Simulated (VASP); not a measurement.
# WSe2 (Fm-3m) in VASP: further runs, part 2 of 2

VASP 6.6.1. Earlier steps stand in the parts before.

### 6 Relaxation of cell and atoms, PBE

This run uses another cell than the first one, of 30.69 Å³/atom, 1.537 times its volume.

INCAR

```
PREC     = Accurate       # precision mode
ENCUT    = 600            # plane-wave cutoff, eV
EDIFF    = 1E-6           # SCF threshold, eV
ISMEAR   = -1             # smearing method
SIGMA    = 0.02           # smearing width, eV
LREAL    = F              # projectors in reciprocal space
LASPH    = T              # aspherical terms in the spheres
NELM     = 60             # most SCF steps
ALGO     = Normal         # electronic algorithm
ISIF     = 3              # what is computed and relaxed
LWAVE    = F              # write WAVECAR
LCHARG   = F              # write CHGCAR
GGA      = PE             # functional
IBRION   = 2              # ionic algorithm
NSW      = 80             # ionic steps
EDIFFG   = -0.005         # ionic threshold
```

KPOINTS

```
regular mesh
0
Gamma
  6 6 6
```

POSCAR

```
WSe2
1.0
    0.0000000000      3.5841113280      3.5841113280
    3.5841113280      0.0000000000      3.5841113280
    3.5841113280      3.5841113280      0.0000000000
W Se
1 2
Direct
    0.0000000000      0.0000000000      0.0000000000
    0.2500000000      0.2500000000      0.2500000000
    0.7500000000      0.7500000000      0.7500000000
```

Potentials or basis: VASP PAW PBE potentials, release 64 (W_sv, Se).

The run is started by

```
> cat potpaw_PBE.64/W_sv/POTCAR potpaw_PBE.64/Se/POTCAR > POTCAR
> mpirun -np 1 vasp_std > vasp.out
```

Wall time 67 s (1 thread of Intel Xeon 6975P-C (Granite Rapids), shared host); peak memory 0.26 GiB.

Results (log left out):

```
Free energy                            : -19.2107 eV
Relaxed volume                         : 20.01 Å³/atom
Relaxed cell                           : a = 4.395 Å, b = 4.395 Å, c = 4.395 Å, α = 60.00°, β = 60.00°, γ = 60.00°
Space group after relaxing (to 0.05 Å) : Fm-3m (No. 225)
Energy gained by relaxing              : 994.5 meV/atom
Ionic steps                            : 6
Pressure after relaxing                : 0.0 GPa
Band gap on the k mesh                 : zero (band 13 reaches 6.93 eV, above the bottom of band 14 at 6.21 eV)
```

The path:
| step | energy change (eV) | largest force (eV/Å) | pressure (GPa) | volume (Å³) |
| --- | --- | --- | --- | --- |
| 1 | 0.0000 | 0.0000 | -19.69 | 92.08 |
| 2 | -2.1876 | 0.0000 | 30.60 | 50.40 |
| 3 | -2.9828 | 0.0000 | -0.65 | 60.34 |
| 4 | -2.9831 | 0.0000 | 0.48 | 59.79 |
| 5 | -2.9830 | 0.0000 | -0.55 | 60.28 |
| 6 | -2.9834 | 0.0000 | 0.00 | 60.02 |

Final structure:
```
CELL_PARAMETERS angstrom
0.00000 3.10755 3.10755
3.10755 0.00000 3.10755
3.10755 3.10755 0.00000
ATOMIC_POSITIONS crystal
W 0.00000 0.00000 0.00000
Se 0.25000 0.25000 0.25000
Se 0.75000 0.75000 0.75000
```

Levels at points of the mesh, in eV from the Fermi level:
| k point | band 11 | band 12 | band 13 | band 14 | band 15 | band 16 |
| --- | --- | --- | --- | --- | --- | --- |
| (0.00, 0.00, 0.00) | -0.80 | -0.42 | -0.42 | -0.42 | 4.05 | 4.34 |
| (0.50, 0.00, 0.00) | -2.94 | -2.94 | -0.37 | -0.37 | 1.48 | 4.10 |
| (0.50, 0.50, 0.00) | -2.26 | -1.16 | 0.09 | 1.27 | 1.57 | 3.70 |

Caveat: the volume moved by over 15 % at a fixed basis, so the end points are rough; spin-orbit coupling is left out, which moves the levels of the heavy elements.

### 7 Relaxation of cell and atoms, r2SCAN

POSCAR

```
WSe2
1.0
    0.0000000000      3.1058615553      3.1058615553
    3.1058615553      0.0000000000      3.1058615553
    3.1058615553      3.1058615553      0.0000000000
W Se
1 2
Direct
    0.0000000000      0.0000000000      0.0000000000
    0.2500000000      0.2500000000      0.2500000000
    0.7500000000      0.7500000000      0.7500000000
```

INCAR.step1

```
ALGO     = Normal         # electronic algorithm
EDIFF    = 1E-4           # SCF threshold, eV
ENCUT    = 600            # plane-wave cutoff, eV
GGA      = PE             # functional
ISMEAR   = -1             # smearing method
LASPH    = T              # aspherical terms in the spheres
LCHARG   = F              # write CHGCAR
LREAL    = F              # projectors in reciprocal space
LWAVE    = T              # write WAVECAR
NELM     = 100            # most SCF steps
PREC     = Accurate       # precision mode
SIGMA    = 0.02           # smearing width, eV
```

INCAR.step2

```
ALGO     = Normal         # electronic algorithm
EDIFF    = 1E-6           # SCF threshold, eV
EDIFFG   = -0.005         # ionic threshold
ENCUT    = 600            # plane-wave cutoff, eV
IBRION   = 2              # ionic algorithm
ISIF     = 3              # what is computed and relaxed
ISMEAR   = -1             # smearing method
ISTART   = 1            
LASPH    = T              # aspherical terms in the spheres
LCHARG   = F              # write CHGCAR
LMIXTAU  = T            
LREAL    = F              # projectors in reciprocal space
LWAVE    = F              # write WAVECAR
METAGGA  = R2SCAN         # meta-GGA
NELM     = 100            # most SCF steps
NSW      = 80             # ionic steps
PREC     = Accurate       # precision mode
SIGMA    = 0.02           # smearing width, eV
```

KPOINTS

```
k-points
0
Gamma
  6 6 6
```

The run is started by

```
> cat potpaw_PBE.64/W_sv/POTCAR potpaw_PBE.64/Se/POTCAR > POTCAR
> cp INCAR.step1 INCAR
> mpirun -np 1 vasp_std > vasp.out
> cp INCAR.step2 INCAR
> mpirun -np 1 vasp_std > vasp.out
```

Wall time 92 s (1 thread of Intel Xeon 6975P-C (Granite Rapids), shared host); peak memory 0.22 GiB.

Results (log left out):

* Free energy: -79.1314 eV
* Relaxed volume: 19.74 Å³/atom
* Relaxed cell: a = 4.375 Å, b = 4.375 Å, c = 4.375 Å, α = 60.00°, β = 60.00°, γ = 60.00°
* Space group after relaxing (to 0.05 Å): Fm-3m (No. 225)
* Energy gained by relaxing: 1.1 meV/atom
* Ionic steps: 3
* Pressure after relaxing: 0.0 GPa
* Band gap on the k mesh: zero (band 13 reaches 6.93 eV, above the bottom of band 14 at 6.12 eV)

The path:
```tsv
step	energy change (eV)	largest force (eV/Å)	pressure (GPa)	volume (Å³)
1	0.0000	0.0000	-1.50	59.92
2	0.0028	0.0000	2.16	58.31
3	-0.0033	0.0000	0.00	59.23
```

Final structure:
```cif
data_structure
_symmetry_space_group_name_H-M 'P 1'
_symmetry_Int_Tables_number 1
_cell_length_a 4.3754
_cell_length_b 4.3754
_cell_length_c 4.3754
_cell_angle_alpha 60.000
_cell_angle_beta 60.000
_cell_angle_gamma 60.000
_cell_volume 59.23
loop_
_atom_site_label
_atom_site_type_symbol
_atom_site_fract_x
_atom_site_fract_y
_atom_site_fract_z
_atom_site_occupancy
W1 W 0.00000 0.00000 0.00000 1
Se1 Se 0.25000 0.25000 0.25000 1
Se2 Se 0.75000 0.75000 0.75000 1
```

Levels at points of the mesh, in eV from the Fermi level:
| k point | band 9 | band 10 | band 11 | band 12 | band 13 | band 14 | band 15 | band 16 | band 17 |
| --- | --- | --- | --- | --- | --- | --- | --- | --- | --- |
| (0.00, 0.00, 0.00) | -6.10 | -0.83 | -0.83 | -0.54 | -0.54 | -0.54 | 4.58 | 4.63 | 4.63 |
| (0.50, 0.00, 0.00) | -4.55 | -3.19 | -3.18 | -3.18 | -0.39 | -0.39 | 1.66 | 4.31 | 4.31 |
| (0.50, 0.50, 0.00) | -5.39 | -2.45 | -2.45 | -1.16 | 0.09 | 1.26 | 1.78 | 3.90 | 3.90 |

Caveat: the PAW data sets were made with another functional, which shifts forces and pressure a little; spin-orbit coupling is left out, which moves the levels of the heavy elements.

### 8 Summary

```csv
task,level,cell,k mesh,cutoff (eV),gap on the mesh (eV),pressure (GPa),relaxed volume (Å³/atom)
single point,PBE,"a = 4.392 Å, angles 60.0°, 3 atoms",6 × 6 × 6,520,none,0.2,-
single point,r2SCAN,"a = 4.373 Å, angles 60.0°, 3 atoms",6 × 6 × 6,520,none,0.2,-
single point,PBE,"a = 4.373 Å, angles 60.0°, 3 atoms",8 × 8 × 8,520,none,0.8,-
single point,r2SCAN,"a = 4.373 Å, angles 60.0°, 3 atoms",8 × 8 × 8,520,none,-0.7,-
relaxation of cell and atoms,PBE,"relaxed from a = 5.069 Å, angles 60.0°, 3 atoms",6 × 6 × 6,600,none,0.0,20.01
relaxation of cell and atoms,r2SCAN,"relaxed from a = 4.392 Å, angles 60.0°, 3 atoms",6 × 6 × 6,600,none,0.0,19.74
```

Alike in all rows: potentials or basis VASP PAW PBE potentials, release 64 (W_sv, Se); no spin polarisation; smearing fermi-dirac 0.02 eV.

Caveats: spin-orbit coupling is left out, which moves the levels of the heavy elements; the PAW data sets were made with another functional, which shifts forces and pressure a little (some runs); the volume moved by over 15 % at a fixed basis, so the end points are rough (some runs).

Absolute energies hang on the potentials; compare differences alone.
